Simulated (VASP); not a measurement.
# Si2Ni (Fm-3m) in VASP: further runs

The runs below take Si2Ni through single point, with PBE, r2SCAN.

Program: VASP 6.6.1. These are calculated values, not measurements. Logs are shortened: lines on timing, memory, paths and dates and some standing lists are left out, and cuts for length are marked.

**1. The cell of the first run**

The structure is cubic, space group Fm-3m (No. 225). The conventional cell has a = 5.477 Å, b = 5.477 Å, c = 5.477 Å, α = 90.00°, β = 90.00°, γ = 90.00°. Within 3.1 Å of Ni (site symmetry m-3m) lie 8 Si at 2.37 Å. Within 3.1 Å of Si (site symmetry -43m) lie 4 Ni at 2.37 Å and 6 Si at 2.74 Å.

**2. Single point, PBE, collinear spin, ferromagnetic start**

Contents of INCAR:

```
PREC = Accurate ; ENCUT = 520
EDIFF = 1E-6 ; ISMEAR = -1
SIGMA = 0.05 ; LREAL = F
LASPH = T ; NELM = 150
ALGO = Normal ; ISIF = 2
LWAVE = F ; LCHARG = F
ISPIN = 2 ; MAGMOM = 1 0 0
LORBIT = 11 ; LMAXMIX = 4
GGA = PE ; NBANDS = 20
```

Contents of KPOINTS:

```
regular mesh
0
Gamma
  9 9 9
```

Contents of POSCAR:

```
Si2Ni
1.0
    0.0000000000      2.7385698685      2.7385698685
    2.7385698685      0.0000000000      2.7385698685
    2.7385698685      2.7385698685      0.0000000000
Ni Si
1 2
Direct
    0.0000000000      0.0000000000      0.0000000000
    0.7500000000      0.7500000000      0.7500000000
    0.2500000000      0.2500000000      0.2500000000
```

Potentials or basis: VASP PAW PBE potentials, release 64 (Ni, Si).

On the command line:

```sh
$ cat potpaw_PBE.64/Ni/POTCAR potpaw_PBE.64/Si/POTCAR > POTCAR
$ mpirun -np 1 vasp_std > vasp.out
```

OUTCAR:

```text
PREC = Accurate
   ENCUT = 520
   EDIFF = 1E-6
   ISMEAR = -1
   LREAL = F
   LASPH = T
   NELM = 150
   ISIF = 2
   ISPIN = 2
   LORBIT = 11
   GGA = PE

 ion  position               nearest neighbor table
   1  0.000  0.000  0.000-   2 2.37   2 2.37   2 2.37   3 2.37   3 2.37   3 2.37   3 2.37   2 2.37

   2  0.750  0.750  0.750-   1 2.37   1 2.37   1 2.37   1 2.37   3 2.74   3 2.74   3 2.74   3 2.74
                             3 2.74   3 2.74
   3  0.250  0.250  0.250-   1 2.37   1 2.37   1 2.37   1 2.37   2 2.74   2 2.74   2 2.74   2 2.74
                             2 2.74   2 2.74

  LATTYP: Found a face centered cubic cell.
 ALAT       =     5.4771397370

  Lattice vectors:

 A1 = (   0.0000000000,   2.7385698685,   2.7385698685)
 A2 = (   2.7385698685,   0.0000000000,   2.7385698685)
 A3 = (   2.7385698685,   2.7385698685,   0.0000000000)

Analysis of symmetry for initial positions (statically):
=====================================================================
 Subroutine PRICEL returns:
 Original cell was already a primitive cell.

 Routine SETGRP: Setting up the symmetry group for a
 face centered cubic supercell.

 Subroutine GETGRP returns: Found 48 space group operations
 (whereof 48 operations were pure point group operations)
 out of a pool of 48 trial point group operations.

The static configuration has the point symmetry O_h .

Analysis of symmetry for dynamics (positions and initial velocities):
=====================================================================
 Subroutine PRICEL returns:
 Original cell was already a primitive cell.

 Routine SETGRP: Setting up the symmetry group for a
 face centered cubic supercell.

 Subroutine GETGRP returns: Found 48 space group operations
 (whereof 48 operations were pure point group operations)
 out of a pool of 48 trial point group operations.

The dynamic configuration has the point symmetry O_h .

Analysis of structural, dynamic, and magnetic symmetry:
=====================================================================
 Subroutine PRICEL returns:
 Original cell was already a primitive cell.

 Routine SETGRP: Setting up the symmetry group for a
 face centered cubic supercell.

 Subroutine GETGRP returns: Found 48 space group operations
 (whereof 48 operations were pure point group operations)
 out of a pool of 48 trial point group operations.

The overall configuration has the point symmetry O_h .

 Subroutine INISYM returns: Found 48 space group operations
 (whereof 48 operations are pure point group operations),
 and found     1 'primitive' translations

----------------------------------------------------------------------------------------

                                     Primitive cell

  volume of cell :      41.0773

  direct lattice vectors                    reciprocal lattice vectors
     0.000000000  2.738569868  2.738569868    -0.182577047  0.182577047  0.182577047
     2.738569868  0.000000000  2.738569868     0.182577047 -0.182577047  0.182577047
     2.738569868  2.738569868  0.000000000     0.182577047  0.182577047 -0.182577047

  length of vectors
     3.872922650  3.872922650  3.872922650     0.316232722  0.316232722  0.316232722

  position of ions in fractional coordinates (direct lattice)
     0.000000000  0.000000000  0.000000000
     0.750000000  0.750000000  0.750000000
     0.250000000  0.250000000  0.250000000

  ion indices of the primitive-cell ions
   primitive index   ion index
                 1           1
                 2           2
                 3           3

----------------------------------------------------------------------------------------

 KPOINTS: regular mesh

Automatic generation of k-mesh.
 Grid dimensions read from file:
 generate k-points for:    9    9    9

 Generating k-lattice:

  Cartesian coordinates                     Fractional coordinates (reciprocal lattice)
    -0.020286339  0.020286339  0.020286339     0.111111111  0.000000000  0.000000000
     0.020286339 -0.020286339  0.020286339     0.000000000  0.111111111  0.000000000
     0.020286339  0.020286339 -0.020286339     0.000000000  0.000000000  0.111111111

  Length of vectors
     0.035136969  0.035136969  0.035136969

  Shift w.r.t. Gamma in fractional coordinates (k-lattice)
     0.000000000  0.000000000  0.000000000

 Subroutine IBZKPT returns following result:
 ===========================================

 Found     35 irreducible k-points:

 Following reciprocal coordinates:
            Coordinates               Weight
  0.000000  0.000000  0.000000      1.000000
  0.111111  0.000000  0.000000      8.000000
  0.222222  0.000000  0.000000      8.000000
  0.333333  0.000000  0.000000      8.000000
  0.444444  0.000000  0.000000      8.000000
  0.111111  0.111111  0.000000      6.000000
[... 16 lines left out ...]
 -0.333333  0.333333  0.000000     12.000000
  0.444444  0.444444  0.000000      6.000000
 [... further k-points ...]
   k-points           NKPTS =     35   k-points in BZ     NKDIM =     35   number of bands    NBANDS=     20
   number of dos      NEDOS =    301   number of ions     NIONS =      3
   total plane-waves  NPLWV =  27000
   dimension x,y,z NGX =    30 NGY =   30 NGZ =   30
   dimension x,y,z NGXF=    60 NGYF=   60 NGZF=   60
   ions per type =               1   2
   NGX,Y,Z   is equivalent  to a cutoff of  12.88, 12.88, 12.88 a.u.
   NGXF,Y,Z  is equivalent  to a cutoff of  25.76, 25.76, 25.76 a.u.
 SYSTEM =  unknown system
   PREC   = accura    normal or accurate (medium, high low for compatibility)
   ISTART =      0    job   : 0-new  1-cont  2-samecut
   ICHARG =      2    charge: 1-file 2-atom 10-const
   ISPIN  =      2    spin polarized calculation?
   LNONCOLLINEAR =      F non collinear calculations
   LSORBIT =      F    spin-orbit coupling
   LASPH  =      T    aspherical Exc in radial PAW
   ENCUT  =  520.0 eV  38.22 Ry    6.18 a.u.   7.20  7.20  7.20*2*pi/ulx,y,z
   NELM   =    150;   NELMIN=  2; NELMDL= -5     # of ELM steps
   EDIFF  = 0.1E-05   stopping-criterion for ELM
   LREAL  =      F    real-space projection
   EDIFFG = 0.1E-04   stopping-criterion for IOM
   NSW    =      0    number of steps for IOM
   IBRION =     -1    ionic relax: 0-MD 1-quasi-New 2-CG
   NFREE  =      0    steps in history (QN), initial steepest desc. (CG)
   ISIF   =      2    stress and relaxation
   ISYM   =      2    0-nonsym 1-usesym 2-fastsym
   POTIM  = 0.5000    time-step for ionic-motion
   TEBEG  =    0.0;   TEEND  =   0.0 temperature during run
   PSTRESS=    0.0 pullay stress
   NELECT =      18.0000    total number of electrons
   NUPDOWN=      -1.0000    fix difference up-down
   EMIN   =  10.00;   EMAX   =-10.00  energy-range for DOS
   EFERMI =   0.00;   METHOD = LEGACY
   ISMEAR =    -1;   SIGMA  =   0.05  broadening in eV -4-tet -1-fermi 0-gaus
   EFERMI_NEDOS =   21; number of points for ismear=-14 and -15
   IALGO  =     38    algorithm
   IMIX   =      4    mixing-type and parameters
     AMIX     =   0.40;   BMIX     =  1.00
     AMIX_MAG =   1.60;   BMIX_MAG =  1.00
  volume/ion in A,a.u.               =      13.69        92.40
  Fermi-wavevector in a.u.,A,eV,Ry     =   1.243460  2.349799 21.037232  1.546193
  Thomas-Fermi vector in A             =   2.377770
   LORBIT       =     11    0 simple, 1 ext, 2 COOP (PROOUT), +10 PAW based schemes
   GGA     = PE    functional components
   LHFCALC =     F    Hartree Fock is set to
   AEXX    =    0.0000 exact exchange contribution
   IVDW    =     0    specifies the selected vdW correction
   LEPSILON=     F    determine dielectric tensor
   LRPA    =     F    only Hartree local field effects (RPA)
 spin polarized calculation
  energy-cutoff  :      520.00
  volume of cell :       41.08
 maximum number of plane-waves:      1125
 NGX is ok and might be reduce to    30
   NGX = 15   NGY = 15   NGZ = 15

 number of electron      17.9999999 magnetization      -0.0003304

 number of electron      17.9999999 magnetization       0.0001241

 Free energy of the ion-electron system (eV)
  ---------------------------------------------------
  ext. energy  EPLUGINS =         0.00000000
  ---------------------------------------------------
  free energy    TOTEN  =       -17.37232470 eV

  energy without entropy =      -17.36666233  energy(sigma->0) =      -17.36949352

 E-fermi :   9.8658     XC(G=0): -11.4072

 val. band max:        9.7655689893   @ k =   0.3333   0.2222   0.0000
 cond. band min:       9.9450892622   @ k =  -0.4444   0.4444   0.1111
 fundamental gap:      0.1795202729
 Fermi energy:         9.8658297705

 spin component 1

 k-point     1 :       0.0000    0.0000    0.0000
  band No.  band energies     occupation
      1      -3.6002      1.00000
      2       4.9349      1.00000
      3       4.9349      1.00000
      4       4.9349      1.00000
      5       6.5863      1.00000
      6       6.5863      1.00000
[... 12 lines left out ...]
     19      18.9312      0.00000
     20      22.1741      0.00000

 k-point     2 :       0.1111    0.0000    0.0000
  band No.  band energies     occupation
      1      -3.4227      1.00000
      2       4.5442      1.00000
      3       4.9907      1.00000
      4       4.9907      1.00000
      5       6.5552      1.00000
      6       6.5552      1.00000
[... 12 lines left out ...]
     19      19.7311      0.00000
     20      22.7728      0.00000
[... 465 lines left out ...]
      3       3.1596      1.00000
      4       5.3332      1.00000
      5       5.7781      1.00000
      6       6.1606      1.00000
[... 12 lines left out ...]
     19      24.4820      0.00000
     20      25.2226      0.00000

 k-point    24 :       0.4444    0.4444    0.0000
  band No.  band energies     occupation
      1      -0.1444      1.00000
      2       2.6088      1.00000
      3       2.8054      1.00000
      4       5.4787      1.00000
      5       5.4787      1.00000
      6       6.6152      1.00000
[... 12 lines left out ...]
     19      23.4422      0.00000
     20      23.4422      0.00000

 [... further k-points ...]

 spin component 2

 k-point     1 :       0.0000    0.0000    0.0000
  band No.  band energies     occupation
      1      -3.6002      1.00000
      2       4.9350      1.00000
      3       4.9350      1.00000
      4       4.9350      1.00000
      5       6.5863      1.00000
      6       6.5863      1.00000
[... 12 lines left out ...]
     19      18.9313      0.00000
     20      22.1742      0.00000

 k-point     2 :       0.1111    0.0000    0.0000
  band No.  band energies     occupation
      1      -3.4227      1.00000
      2       4.5443      1.00000
      3       4.9907      1.00000
      4       4.9907      1.00000
      5       6.5553      1.00000
      6       6.5553      1.00000
[... 12 lines left out ...]
     19      19.7312      0.00000
     20      22.7729      0.00000
[... 465 lines left out ...]
      3       3.1596      1.00000
      4       5.3332      1.00000
      5       5.7782      1.00000
      6       6.1606      1.00000
[... 12 lines left out ...]
     19      24.4821      0.00000
     20      25.2226      0.00000

 k-point    24 :       0.4444    0.4444    0.0000
  band No.  band energies     occupation
      1      -0.1444      1.00000
      2       2.6088      1.00000
      3       2.8054      1.00000
      4       5.4787      1.00000
      5       5.4787      1.00000
      6       6.6152      1.00000
[... 12 lines left out ...]
     19      23.4422      0.00000
     20      23.4422      0.00000

 [... further k-points ...]

------------------------ aborting loop because EDIFF is reached ----------------------------------------

  FORCE on cell =-STRESS in cart. coord.  units (eV):
  Direction    XX          YY          ZZ          XY          YZ          ZX
  --------------------------------------------------------------------------------------
  -------------------------------------------------------------------------------------
  Total       -0.5307697     -0.5307697     -0.5307697      0.0000000      0.0000000      0.0000000
  in kB      -20.7021406    -20.7021406    -20.7021406      0.0000000      0.0000000      0.0000000
  external PRESSURE =     -20.7021406 kB  Pullay stress =       0.0000000 kB

 VOLUME and BASIS-vectors are now :
 -----------------------------------------------------------------------------
  energy-cutoff  :      520.00
  volume of cell :       41.08
      direct lattice vectors                 reciprocal lattice vectors
     0.000000000  2.738569868  2.738569868    -0.182577047  0.182577047  0.182577047
     2.738569868  0.000000000  2.738569868     0.182577047 -0.182577047  0.182577047
     2.738569868  2.738569868  0.000000000     0.182577047  0.182577047 -0.182577047

 POSITION                                       TOTAL-FORCE (eV/Angst)
 -----------------------------------------------------------------------------------
      0.00000      0.00000      0.00000        -0.000000      0.000000     -0.000000
      4.10785      4.10785      4.10785        -0.000000     -0.000000     -0.000000
      1.36928      1.36928      1.36928         0.000000      0.000000      0.000000
 -----------------------------------------------------------------------------------
    total drift:                                0.000000     -0.000000     -0.000000

  FREE ENERGIE OF THE ION-ELECTRON SYSTEM (eV)
  ---------------------------------------------------
  free  energy   TOTEN  =       -17.3723247036 eV

  energy  without entropy=      -17.3666623288  energy(sigma->0) =      -17.36949352

 total charge

# of ion       s       p       d       tot
------------------------------------------
    1        0.540   0.741   8.429   9.710
    2        0.751   0.816   0.000   1.568
    3        0.751   0.816   0.000   1.568
--------------------------------------------------
tot          2.043   2.373   8.429  12.845

 magnetization (x)

# of ion       s       p       d       tot
------------------------------------------
    1       -0.000  -0.000   0.000   0.000
    2        0.000   0.000   0.000   0.000
    3        0.000   0.000   0.000   0.000
--------------------------------------------------
tot          0.000   0.000   0.000   0.000
```

Run time: 70 s. Hardware: 1 thread of Intel Xeon Platinum 8488C (Sapphire Rapids), shared host; peak memory 0.2 GiB.

Results:

```yaml
Free_energy: -17.3723 eV
Pressure: -2.1 GPa
Band_gap_on_the_k_mesh: zero (filled and empty bands overlap)
Net_moment: 0.00 μB per cell
Valence_electrons_inside_the_program's_atomic_spheres: Ni 9.71; Si 1.57
```

**3. Single point, PBE, collinear spin, ferromagnetic start**

This run uses another cell than the first one, of 13.96 Å³/atom, 1.019 times its volume.

Contents of INCAR:

```
SYSTEM = Si2Ni
ALGO     = Normal         ! electronic algorithm
EDIFF    = 1E-7           ! SCF threshold, eV
ENCUT    = 520            ! plane-wave cutoff, eV
GGA      = PE             ! functional
ISIF     = 2              ! what is computed and relaxed
ISMEAR   = -1             ! smearing method
ISPIN    = 2              ! spin polarisation
LASPH    = .TRUE.         ! aspherical terms in the spheres
LCHARG   = .FALSE.        ! write CHGCAR
LMAXMIX  = 4              ! l up to which the mixer works
LORBIT   = 11             ! projections on sites
LREAL    = .FALSE.        ! projectors in reciprocal space
LWAVE    = .FALSE.        ! write WAVECAR
MAGMOM   = 1 0 0          ! initial moments
NBANDS   = 20             ! bands
NELM     = 150            ! most SCF steps
PREC     = Accurate       ! precision mode
SIGMA    = 0.05           ! smearing width, eV
```

Contents of KPOINTS:

```
k-points
0
G
  9 9 9
  0 0 0
```

Contents of POSCAR:

```
Si2Ni
1.0
    0.0000000000      2.7560134590      2.7560134590
    2.7560134590      0.0000000000      2.7560134590
    2.7560134590      2.7560134590      0.0000000000
Ni Si
1 2
Direct
    0.0000000000      0.0000000000      0.0000000000
    0.7500000000      0.7500000000      0.7500000000
    0.2500000000      0.2500000000      0.2500000000
```

Potentials or basis: VASP PAW PBE potentials, release 64 (Ni, Si).

On the command line:

```sh
$ cat potpaw_PBE.64/Ni/POTCAR potpaw_PBE.64/Si/POTCAR > POTCAR
$ mpirun -np 1 vasp_std > vasp.out
```

It took 82 s on 1 thread of Intel Xeon Platinum 8488C (Sapphire Rapids), shared host; peak memory 0.21 GiB.

It converged, with:

* Free energy: -17.3563 eV
* Pressure: -4.6 GPa
* Band gap on the k mesh: zero (filled and empty bands overlap)
* Net moment: 0.00 μB per cell
* Valence electrons inside the program's atomic spheres: Ni 9.66; Si 1.56

Levels at points of the mesh, in eV from the Fermi level:
Spin up:
```tsv
k point	band 6	band 7	band 8	band 9	band 10	band 11	band 12	band 13
(0.00, 0.00, 0.00)	-3.16	-0.70	1.67	1.67	1.67	2.42	2.42	2.42
```
Spin down:
```tsv
k point	band 7	band 8	band 9	band 10	band 11	band 12
(0.00, 0.00, 0.00)	-0.70	1.67	1.67	1.67	2.42	2.42
```

**4. Single point, r2SCAN, collinear spin, ferromagnetic start**

This run uses another cell than the first one, of 12.38 Å³/atom, 0.904 times its volume.

Contents of POSCAR:

```
Si2Ni
1.0
    0.0000000000      2.6478212519      2.6478212519
    2.6478212519      0.0000000000      2.6478212519
    2.6478212519      2.6478212519      0.0000000000
Ni Si
1 2
Direct
    0.0000000000      0.0000000000      0.0000000000
    0.7500000000      0.7500000000      0.7500000000
    0.2500000000      0.2500000000      0.2500000000
```

Contents of INCAR.step1:

```
SYSTEM = Si2Ni
  PREC = Accurate
  ENCUT = 520
  ISMEAR = -1
  SIGMA = 0.05
  LREAL = .False.
  LASPH = .True.
  NELM = 150
  ISPIN = 2
  MAGMOM = 1 0 0
  LMAXMIX = 4
  NBANDS = 20
  GGA = PE
  ALGO = Normal
  EDIFF = 1E-4
  LWAVE = .True.
  LCHARG = .False.
```

Contents of INCAR.step2:

```
SYSTEM = Si2Ni
  PREC = Accurate
  ENCUT = 520
  EDIFF = 1E-6
  ISMEAR = -1
  SIGMA = 0.05
  LREAL = .False.
  LASPH = .True.
  NELM = 150
  ALGO = Normal
  ISIF = 2
  LWAVE = .False.
  LCHARG = .True.
  ISPIN = 2
  MAGMOM = 1 0 0
  LORBIT = 11
  LMAXMIX = 4
  METAGGA = R2SCAN
  LMIXTAU = .True.
  LELF = .True.
  LVHAR = .True.
  NBANDS = 20
  ISTART = 1
```

Contents of KPOINTS:

```
Automatic mesh
0
Gamma
  9 9 9
  0 0 0
```

On the command line:

```sh
$ cat potpaw_PBE.64/Ni/POTCAR potpaw_PBE.64/Si/POTCAR > POTCAR
$ cp INCAR.step1 INCAR
$ mpirun -np 1 vasp_std > vasp.out
$ cp INCAR.step2 INCAR
$ mpirun -np 1 vasp_std > vasp.out
```

Wall time 2.3 min (1 thread of Intel Xeon Platinum 8488C (Sapphire Rapids), shared host); peak memory 0.21 GiB.

The run converged. Its results:

- Free energy: -30.4811 eV
- Pressure: 8.8 GPa
- Band gap on the k mesh: zero (filled and empty bands overlap)
- Net moment: 0.00 μB per cell
- Valence electrons inside the program's atomic spheres: Ni 10.05; Si 1.62

Levels at points of the mesh, in eV from the Fermi level:
Spin up:
```csv
k point,band 6,band 7,band 8,band 9,band 10,band 11,band 12,band 13
"(0.00, 0.00, 0.00)",-4.18,0.55,1.77,1.77,1.77,2.14,2.14,2.14
```
Spin down:
```csv
k point,band 5,band 6,band 7,band 8,band 9,band 10,band 11,band 12,band 13,band 14
"(0.00, 0.00, 0.00)",-4.18,-4.18,0.55,1.77,1.77,1.77,2.14,2.14,2.14,5.20
```

Caveat: the PAW data sets were made with another functional, which shifts forces and pressure a little.

**5. Overview**

| level | cell | gap on the mesh (eV) | pressure (GPa) | moment (μB) |
| --- | --- | --- | --- | --- |
| PBE | a = 3.873 Å, angles 60.0°, 3 atoms | none | -2.1 | 0.00 |
| PBE | a = 3.898 Å, angles 60.0°, 3 atoms | none | -4.6 | 0.00 |
| r2SCAN | a = 3.745 Å, angles 60.0°, 3 atoms | none | 8.8 | 0.00 |

Alike in all rows: task single point; potentials or basis VASP PAW PBE potentials, release 64 (Ni, Si); spin collinear, ferromagnetic start; k mesh 9 × 9 × 9; cutoff (eV) 520; smearing fermi-dirac 0.05 eV.

Caveats: the PAW data sets were made with another functional, which shifts forces and pressure a little (some runs).

Total energies depend on the potentials used, so only differences within one code and one set of settings carry meaning.
